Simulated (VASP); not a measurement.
Here is a VASP 6.6.1 calculation.

INCAR

```
PREC     = Accurate       # precision mode
ENCUT    = 600            # plane-wave cutoff, eV
EDIFF    = 1E-6           # SCF threshold, eV
ISMEAR   = 0              # smearing method
SIGMA    = 0.01           # smearing width, eV
LREAL    = F              # projectors in reciprocal space
LASPH    = T              # aspherical terms in the spheres
NELM     = 120            # most SCF steps
ALGO     = Normal         # electronic algorithm
ISIF     = 2              # what is computed and relaxed
LWAVE    = F              # write WAVECAR
LCHARG   = F              # write CHGCAR
GGA      = PE             # functional
NBANDS   = 10             # bands
GGA_COMPAT= F
```

Contents of KPOINTS:

```
Automatic mesh
0
Gamma
  16 16 16
```

The input POSCAR:

```
Fe
1.0
   -1.3807996972      1.3807996972      1.3807996972
    1.3807996972     -1.3807996972      1.3807996972
    1.3807996972      1.3807996972     -1.3807996972
Fe
1
Direct
    0.0000000000      0.0000000000      0.0000000000
```

Potentials or basis: VASP PAW PBE potentials, release 64 (Fe).

Launch:

```bash
$ cat potpaw_PBE.64/Fe/POTCAR > POTCAR
$ mpirun -np 1 vasp_std > vasp.out
```

Question: What does it give for the band gap on the k mesh?

Answer: Zero (bands 4 and 5 overlap by 2.03 eV).

Question: What does it give for the pressure?

Answer: -1.7 GPa.

Caveat: the run has no spin polarisation, though such a crystal can be magnetic. Spin polarisation is off, so any magnetic state and its effect on volume and gap are missing.
